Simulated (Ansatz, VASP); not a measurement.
# HfN: VASP beside Ansatz

```
CELL_PARAMETERS angstrom
0.00000 2.30136 2.30136
2.25900 0.04236 2.25900
2.25900 2.25900 0.04236
ATOMIC_POSITIONS crystal
Hf 0.00000 0.00000 0.00000
N 0.50000 0.50000 0.50000
```

Change from the starting cell: strain +0.0375 x Voigt [0, 0, 0, 1, 0, 0], atoms carried along.

Alike in both runs: task single point; functional LDA; k mesh 18 × 18 × 18; occupations gaussian, width 0.15 eV; no spin polarisation.

|  | VASP | Ansatz |
| --- | --- | --- |
| version | VASP 6.6.1 | Ansatz 0.2.0 |
| potentials or method | VASP PAW LDA potentials, release 64 (Hf_pv, N), cutoff 520 eV | scalar-relativistic, plane waves, PAW |
| valence electrons in the cell | 15 | 31 |

VASP gave:

* gap on the k mesh at the Fermi level (eV): none
* pressure (GPa): -10.5
* traceless stress, the component that is largest in VASP (GPa): -4.68

Problem. What did Ansatz give for the same quantities?

Solution. gap on the k mesh at the Fermi level (eV): none; pressure (GPa): -9.2; traceless stress, the component that is largest in VASP (GPa): -4.61.

LDA's correlation is that of Perdew and Zunger in VASP and of Perdew and Wang (1992) in Ansatz. A gap of «none» marks a metal or a gap that the smearing closes. VASP's potentials hold 15 valence electrons a cell and Ansatz's 31, so a difference there can come from the potentials and not from the codes.

Neither program's run includes spin-orbit coupling.
